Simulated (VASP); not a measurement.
# BN (P3m1) in VASP: single point with PBE

Aim: the single point of BN with PBE.

Everything below comes from runs of VASP 6.6.1. Logs are shortened: lines on timing, memory, paths and dates and some standing lists are left out, and cuts for length are marked.

## 1. The cell of the first run

Symmetry: P3m1, No. 156, trigonal system. The conventional cell has a = 2.557 Å, b = 2.557 Å, c = 12.634 Å, α = 90.00°, β = 90.00°, γ = 120.00°. Within 2.1 Å of B (site symmetry 3m) lie 4 N at 1.57 to 1.58 Å. B (site symmetry 3m) has 4 N at 1.57 Å within 2.1 Å. B (site symmetry 3m) has 4 N at 1.57 to 1.58 Å within 2.1 Å. B (site symmetry 3m) has 4 N at 1.57 Å within 2.1 Å. B (site symmetry 3m) has 4 N at 1.57 to 1.58 Å within 2.1 Å. Within 2.1 Å of B (site symmetry 3m) lie 4 N at 1.57 to 1.58 Å. Within 2.1 Å of N (site symmetry 3m) lie 4 B at 1.57 to 1.58 Å. N (site symmetry 3m) has 4 B at 1.57 Å within 2.1 Å.

## 2. Single point, PBE

Contents of INCAR:

```
PREC     = Accurate       # precision mode
ENCUT    = 520            # plane-wave cutoff, eV
EDIFF    = 1E-7           # SCF threshold, eV
ISMEAR   = 0              # smearing method
SIGMA    = 0.02           # smearing width, eV
LREAL    = False          # projectors in reciprocal space
LASPH    = True           # aspherical terms in the spheres
NELM     = 100            # most SCF steps
ALGO     = Normal         # electronic algorithm
ISIF     = 2              # what is computed and relaxed
LWAVE    = False          # write WAVECAR
LCHARG   = True           # write CHGCAR
GGA      = PE             # functional
LELF     = True           # ELF
LVHAR    = True         
NBANDS   = 36             # bands
```

Contents of KPOINTS:

```
Automatic mesh
0
Gamma
  12 12 2
```

Contents of POSCAR:

```
BN
1.0
    2.5572520317      0.0000000000      0.0000000000
   -1.2786260159      2.2146452233      0.0000000000
    0.0000000000      0.0000000000     12.6342953901
B N
6 6
Direct
    0.0000000000      0.0000000000      0.0004293071
    0.3333333333      0.6666666667      0.1672373372
    0.6666666667      0.3333333333      0.3331905723
    0.3333333333      0.6666666667      0.5000667097
    0.0000000000      0.0000000000      0.6660322301
    0.3333333333      0.6666666667      0.8332674986
    0.0000000000      0.0000000000      0.1256591845
    0.3333333333      0.6666666667      0.2914776462
    0.6666666667      0.3333333333      0.4585090366
    0.3333333333      0.6666666667      0.6243175259
    0.0000000000      0.0000000000      0.7913327699
    0.3333333333      0.6666666667      0.9584801819
```

Potentials or basis: VASP PAW PBE potentials, release 64 (B, N).

On the command line:

```console
$ cat potpaw_PBE.64/B/POTCAR potpaw_PBE.64/N/POTCAR > POTCAR
$ mpirun -np 1 vasp_std > vasp.out
```

OUTCAR:

```text
PREC = Accurate
   ENCUT = 520
   EDIFF = 1E-7
   ISMEAR = 0
   LREAL = False
   LASPH = True
   NELM = 100
   ISIF = 2
   GGA = PE

 ion  position               nearest neighbor table
   1  0.000  0.000  0.000-  12 1.57  12 1.57  12 1.57   7 1.58
   2  0.333  0.667  0.167-   7 1.57   7 1.57   7 1.57   8 1.57
   3  0.667  0.333  0.333-   8 1.57   8 1.57   8 1.57   9 1.58
   4  0.333  0.667  0.500-   9 1.57   9 1.57   9 1.57  10 1.57
   5  0.000  0.000  0.666-  10 1.57  10 1.57  10 1.57  11 1.58
   6  0.333  0.667  0.833-  11 1.57  11 1.57  11 1.57  12 1.58
   7  0.000  0.000  0.126-   2 1.57   2 1.57   2 1.57   1 1.58
   8  0.333  0.667  0.291-   3 1.57   3 1.57   3 1.57   2 1.57
   9  0.667  0.333  0.459-   4 1.57   4 1.57   4 1.57   3 1.58
  10  0.333  0.667  0.624-   5 1.57   5 1.57   5 1.57   4 1.57
  11  0.000  0.000  0.791-   6 1.57   6 1.57   6 1.57   5 1.58
  12  0.333  0.667  0.958-   1 1.57   1 1.57   1 1.57   6 1.58

  LATTYP: Found a hexagonal cell.
 ALAT       =     2.5572520317
 C/A-ratio  =     4.9405749740

  Lattice vectors:

 A1 = (   2.5572520317,   0.0000000000,   0.0000000000)
 A2 = (  -1.2786260159,   2.2146452233,   0.0000000000)
 A3 = (   0.0000000000,   0.0000000000,  12.6342953901)

Analysis of symmetry for initial positions (statically):
=====================================================================
 Subroutine PRICEL returns:
 Original cell was already a primitive cell.

 Routine SETGRP: Setting up the symmetry group for a
 hexagonal supercell.

 Subroutine GETGRP returns: Found  6 space group operations
 (whereof  6 operations were pure point group operations)
 out of a pool of 24 trial point group operations.

The static configuration has the point symmetry C_3v.

Analysis of symmetry for dynamics (positions and initial velocities):
=====================================================================
 Subroutine PRICEL returns:
 Original cell was already a primitive cell.

 Routine SETGRP: Setting up the symmetry group for a
 hexagonal supercell.

 Subroutine GETGRP returns: Found  6 space group operations
 (whereof  6 operations were pure point group operations)
 out of a pool of 24 trial point group operations.

The dynamic configuration has the point symmetry C_3v.

 Subroutine INISYM returns: Found  6 space group operations
 (whereof  6 operations are pure point group operations),
 and found     1 'primitive' translations

----------------------------------------------------------------------------------------

                                     Primitive cell

  volume of cell :      71.5531

  direct lattice vectors                    reciprocal lattice vectors
     2.557252032  0.000000000  0.000000000     0.391044757  0.225769796  0.000000000
    -1.278626016  2.214645223  0.000000000     0.000000000  0.451539592  0.000000000
     0.000000000  0.000000000 12.634295390     0.000000000  0.000000000  0.079149645

  length of vectors
     2.557252032  2.557252032 12.634295390     0.451539592  0.451539592  0.079149645

  position of ions in fractional coordinates (direct lattice)
     0.000000000  0.000000000  0.000429307
     0.333333333  0.666666667  0.167237337
     0.666666667  0.333333333  0.333190572
     0.333333333  0.666666667  0.500066710
     0.000000000  0.000000000  0.666032230
     0.333333333  0.666666667  0.833267499
     0.000000000  0.000000000  0.125659185
     0.333333333  0.666666667  0.291477646
     0.666666667  0.333333333  0.458509037
     0.333333333  0.666666667  0.624317526
     0.000000000  0.000000000  0.791332770
     0.333333333  0.666666667  0.958480182

  ion indices of the primitive-cell ions
   primitive index   ion index
                 1           1
                 2           2
                 3           3
                 4           4
                 5           5
                 6           6
                 7           7
                 8           8
                 9           9
                10          10
                11          11
                12          12

----------------------------------------------------------------------------------------

 KPOINTS: Automatic mesh

Automatic generation of k-mesh.
 Grid dimensions read from file:
 generate k-points for:   12   12    2

 Generating k-lattice:

  Cartesian coordinates                     Fractional coordinates (reciprocal lattice)
     0.032587063  0.018814150  0.000000000     0.083333333  0.000000000  0.000000000
     0.000000000  0.037628299  0.000000000     0.000000000  0.083333333  0.000000000
     0.000000000  0.000000000  0.039574823     0.000000000  0.000000000  0.500000000

  Length of vectors
     0.037628299  0.037628299  0.039574823

  Shift w.r.t. Gamma in fractional coordinates (k-lattice)
     0.000000000  0.000000000  0.000000000

 Subroutine IBZKPT returns following result:
 ===========================================

 Found     38 irreducible k-points:

 Following reciprocal coordinates:
            Coordinates               Weight
  0.000000  0.000000  0.000000      1.000000
  0.083333  0.000000  0.000000      6.000000
  0.166667  0.000000  0.000000      6.000000
  0.250000  0.000000  0.000000      6.000000
  0.333333  0.000000  0.000000      6.000000
  0.416667  0.000000  0.000000      6.000000
[... 16 lines left out ...]
  0.250000  0.000000  0.500000      6.000000
  0.333333  0.000000  0.500000      6.000000
 [... further k-points ...]
   k-points           NKPTS =     38   k-points in BZ     NKDIM =     38   number of bands    NBANDS=     36
   number of dos      NEDOS =    301   number of ions     NIONS =     12
   total plane-waves  NPLWV =  38400
   dimension x,y,z NGX =    20 NGY =   20 NGZ =   96
   dimension x,y,z NGXF=    40 NGYF=   40 NGZF=  192
   ions per type =               6   6
   NGX,Y,Z   is equivalent  to a cutoff of  13.00, 13.00, 12.63 a.u.
   NGXF,Y,Z  is equivalent  to a cutoff of  26.00, 26.00, 25.26 a.u.
 SYSTEM =  unknown system
   PREC   = accura    normal or accurate (medium, high low for compatibility)
   ISTART =      0    job   : 0-new  1-cont  2-samecut
   ICHARG =      2    charge: 1-file 2-atom 10-const
   ISPIN  =      1    spin polarized calculation?
   LNONCOLLINEAR =      F non collinear calculations
   LSORBIT =      F    spin-orbit coupling
   LASPH  =      T    aspherical Exc in radial PAW
   ENCUT  =  520.0 eV  38.22 Ry    6.18 a.u.   4.75  4.75 23.49*2*pi/ulx,y,z
   NELM   =    100;   NELMIN=  2; NELMDL= -5     # of ELM steps
   EDIFF  = 0.1E-06   stopping-criterion for ELM
   LREAL  =      F    real-space projection
   EDIFFG = 0.1E-05   stopping-criterion for IOM
   NSW    =      0    number of steps for IOM
   IBRION =     -1    ionic relax: 0-MD 1-quasi-New 2-CG
   NFREE  =      0    steps in history (QN), initial steepest desc. (CG)
   ISIF   =      2    stress and relaxation
   ISYM   =      2    0-nonsym 1-usesym 2-fastsym
   POTIM  = 0.5000    time-step for ionic-motion
   TEBEG  =    0.0;   TEEND  =   0.0 temperature during run
   PSTRESS=    0.0 pullay stress
   NELECT =      48.0000    total number of electrons
   NUPDOWN=      -1.0000    fix difference up-down
   EMIN   =  10.00;   EMAX   =-10.00  energy-range for DOS
   EFERMI =   0.00;   METHOD = LEGACY
   ISMEAR =     0;   SIGMA  =   0.02  broadening in eV -4-tet -1-fermi 0-gaus
   EFERMI_NEDOS =   21; number of points for ismear=-14 and -15
   IALGO  =     38    algorithm
   IMIX   =      4    mixing-type and parameters
     AMIX     =   0.40;   BMIX     =  1.00
     AMIX_MAG =   1.60;   BMIX_MAG =  1.00
  volume/ion in A,a.u.               =       5.96        40.24
  Fermi-wavevector in a.u.,A,eV,Ry     =   1.433108  2.708182 27.943636  2.053799
  Thomas-Fermi vector in A             =   2.552662
   LORBIT       =      0    0 simple, 1 ext, 2 COOP (PROOUT), +10 PAW based schemes
   GGA     = PE    functional components
   LHFCALC =     F    Hartree Fock is set to
   AEXX    =    0.0000 exact exchange contribution
   IVDW    =     0    specifies the selected vdW correction
   LEPSILON=     F    determine dielectric tensor
   LRPA    =     F    only Hartree local field effects (RPA)
 non-spin polarized calculation
 Gauss-broadening in eV      SIGMA  =   0.02
  energy-cutoff  :      520.00
  volume of cell :       71.55
 maximum number of plane-waves:      1955
 NGX is ok and might be reduce to    20
   NGX =  9   NGY =  9   NGZ = 47

 number of electron      47.9999993 magnetization

 Free energy of the ion-electron system (eV)
  ---------------------------------------------------
  ext. energy  EPLUGINS =         0.00000000
  ---------------------------------------------------
  free energy    TOTEN  =      -104.57904337 eV

  energy without entropy =     -104.57904337  energy(sigma->0) =     -104.57904337

 E-fermi :   7.5213     XC(G=0): -12.7692

 val. band max:        7.3890299195   @ k =   0.0000   0.0000   0.0000
 cond. band min:      12.9550508611   @ k =   0.5000   0.0000   0.5000
 fundamental gap:      5.5660209416
 Fermi energy:         7.5212518679

 k-point     1 :       0.0000    0.0000    0.0000
  band No.  band energies     occupation
      1     -12.8518      2.00000
      2     -12.2065      2.00000
      3     -12.1797      2.00000
      4     -10.3755      2.00000
      5     -10.3528      2.00000
      6      -8.7186      2.00000
[... 28 lines left out ...]
     35      17.0978      0.00000
     36      17.1464      0.00000

 k-point     2 :       0.0833    0.0000    0.0000
  band No.  band energies     occupation
      1     -12.7021      2.00000
      2     -12.0599      2.00000
      3     -12.0332      2.00000
      4     -10.2410      2.00000
      5     -10.2183      2.00000
      6      -8.6050      2.00000
[... 28 lines left out ...]
     35      17.5093      0.00000
     36      17.5963      0.00000

 k-point     3 :       0.1667    0.0000    0.0000
  band No.  band energies     occupation
      1     -12.2576      2.00000
      2     -11.6259      2.00000
      3     -11.5994      2.00000
      4      -9.8478      2.00000
      5      -9.8247      2.00000
      6      -8.2805      2.00000
[... 28 lines left out ...]
     35      18.1393      0.00000
     36      18.2613      0.00000

 k-point     4 :       0.2500    0.0000    0.0000
  band No.  band energies     occupation
      1     -11.5358      2.00000
      2     -10.9256      2.00000
      3     -10.8993      2.00000
      4      -9.2335      2.00000
      5      -9.2094      2.00000
      6      -7.8075      2.00000
[... 28 lines left out ...]
     35      18.7687      0.00000
     36      18.8064      0.00000

 k-point     5 :       0.3333    0.0000    0.0000
  band No.  band energies     occupation
      1     -10.5780      2.00000
      2     -10.0114      2.00000
      3      -9.9857      2.00000
      4      -8.4979      2.00000
      5      -8.4725      2.00000
      6      -7.3505      2.00000
[... 655 lines left out ...]
 k-point    22 :       0.1667    0.0000    0.5000
  band No.  band energies     occupation
      1     -12.1101      2.00000
      2     -12.0788      2.00000
      3     -10.8613      2.00000
      4     -10.8140      2.00000
      5      -8.8154      2.00000
      6      -8.7894      2.00000
[... 28 lines left out ...]
     35      18.3627      0.00000
     36      18.6297      0.00000

 k-point    23 :       0.2500    0.0000    0.5000
  band No.  band energies     occupation
      1     -11.3931      2.00000
      2     -11.3624      2.00000
      3     -10.1932      2.00000
      4     -10.1450      2.00000
      5      -8.2833      2.00000
      6      -8.2561      2.00000
[... 28 lines left out ...]
     35      18.5750      0.00000
     36      19.0132      0.00000

 k-point    24 :       0.3333    0.0000    0.5000
  band No.  band energies     occupation
      1     -10.4449      2.00000
      2     -10.4156      2.00000
      3      -9.3449      2.00000
      4      -9.2954      2.00000
      5      -7.7150      2.00000
      6      -7.6865      2.00000
[... 28 lines left out ...]
     35      18.3918      0.00000
     36      18.8078      0.00000

 [... further k-points ...]
[... 5 lines left out ...]
  --------------------------------------------------------------------------------------
  -------------------------------------------------------------------------------------
  Total        0.1022653      0.1022653      0.0779287     -0.0000000      0.0000000     -0.0000000
  in kB        2.2898673      2.2898673      1.7449347     -0.0000000      0.0000000     -0.0000000
  external PRESSURE =       2.1082231 kB  Pullay stress =       0.0000000 kB

 VOLUME and BASIS-vectors are now :
 -----------------------------------------------------------------------------
  energy-cutoff  :      520.00
  volume of cell :       71.55
      direct lattice vectors                 reciprocal lattice vectors
     2.557252032  0.000000000  0.000000000     0.391044757  0.225769796  0.000000000
    -1.278626016  2.214645223  0.000000000     0.000000000  0.451539592  0.000000000
     0.000000000  0.000000000 12.634295390     0.000000000  0.000000000  0.079149645

 POSITION                                       TOTAL-FORCE (eV/Angst)
 -----------------------------------------------------------------------------------
      0.00000      0.00000      0.00542        -0.000000      0.000000      0.003116
     -0.00000      1.47643      2.11293        -0.000000      0.000000     -0.002057
      1.27863      0.73822      4.20963        -0.000000     -0.000000      0.000121
     -0.00000      1.47643      6.31799         0.000000     -0.000000     -0.002401
      0.00000      0.00000      8.41485        -0.000000      0.000000      0.003321
     -0.00000      1.47643     10.52775        -0.000000      0.000000      0.004389
      0.00000      0.00000      1.58762        -0.000000      0.000000     -0.001404
     -0.00000      1.47643      3.68261         0.000000     -0.000000      0.001750
      1.27863      0.73822      5.79294        -0.000000      0.000000      0.000687
     -0.00000      1.47643      7.88781         0.000000      0.000000      0.000517
      0.00000      0.00000      9.99793        -0.000000      0.000000     -0.003755
     -0.00000      1.47643     12.10972         0.000000     -0.000000     -0.004284
 -----------------------------------------------------------------------------------
    total drift:                                0.000001     -0.000000      0.000328

  FREE ENERGIE OF THE ION-ELECTRON SYSTEM (eV)
  ---------------------------------------------------
  free  energy   TOTEN  =      -104.5790433744 eV

  energy  without entropy=     -104.5790433744  energy(sigma->0) =     -104.57904337
```

It took 74 s on 1 thread of Intel Xeon Platinum 8488C (Sapphire Rapids), shared host; peak memory 0.21 GiB.

Results:

```yaml
Free_energy: -104.5790 eV
Pressure: 0.2 GPa
Largest_force: 0.004 eV/Å
Band_gap_on_the_k_mesh: 5.57 eV, indirect (least direct gap 7.83 eV)
```

Forces in eV/Å, atoms in the order of the input:
```
B    0.000  0.000  0.003
B    0.000  0.000 -0.002
B    0.000  0.000  0.000
B    0.000  0.000 -0.002
B    0.000  0.000  0.003
B    0.000  0.000  0.004
N    0.000  0.000 -0.001
N    0.000  0.000  0.002
N    0.000  0.000  0.001
N    0.000  0.000  0.001
N    0.000  0.000 -0.004
N    0.000  0.000 -0.004
```

Levels at points of the mesh, in eV from the valence-band top:
```tsv
k point	band 20	band 21	band 22	band 23	band 24	band 25	band 26	band 27	band 28	band 29
(0.00, 0.00, 0.00)	-0.60	-0.60	-0.18	0.00	0.00	8.46	8.46	8.65	9.17	9.17
(0.50, 0.00, 0.00)	-3.21	-3.06	-2.96	-2.94	-2.04	5.79	5.82	6.77	6.95	8.02
(0.00, 0.00, 0.50)	-1.06	-0.20	-0.20	-0.15	-0.15	8.62	8.62	8.77	8.77	8.92
(0.50, 0.00, 0.50)	-3.68	-3.48	-2.73	-2.31	-2.29	5.57	5.91	6.76	7.07	8.27
```

A k mesh can miss the band edges.
